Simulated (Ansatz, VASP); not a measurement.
## One calculation of Ca2TlGa2B2, two programs

```xyz
7
Lattice="3.4747 0.0000 0.0000 -1.7374 3.0092 0.0000 0.0000 0.0000 16.0876" Properties=species:S:1:pos:R:3 pbc="T T T"
Ca    0.0000    2.0061    2.0891
Ca    0.0000    0.0000    6.2674
Tl    1.7374    1.0031   13.8521
Ga    1.7374    1.0031    8.9866
Ga    0.0000    2.0061   11.0007
B     0.0000    0.0000    0.0000
B     1.7374    1.0031    4.1783
```

Alike in both runs: task single point; functional PBE; k mesh 6 × 6 × 1; occupations gaussian, width 0.1 eV; no spin polarisation.

|  | VASP | Ansatz |
| --- | --- | --- |
| version | VASP 6.6.1 | Ansatz 0.2.0 |
| potentials or method | VASP PAW PBE potentials, release 64 (Ca_sv, Tl_d, Ga_d, B), cutoff 520 eV | scalar-relativistic, plane waves, PAW |
| valence electrons in the cell | 65 | 65 |

```csv
,VASP,Ansatz,Ansatz less VASP
gap on the k mesh at the Fermi level (eV),none,none,-
pressure (GPa),-3.7,-3.8,-0.05
"traceless stress, the component that is largest in VASP (GPa)",-4.12,-4.13,-0.012
rms of the force components (eV/Å),0.222,0.222,-0.0005
```

Atom by atom the forces differ by 0.002 eV/Å (rms over components). A gap of «none» marks a metal or a gap that the smearing closes.

The k mesh is coarse, so the values compare programs but aren't converged. Spin-orbit coupling is off throughout.
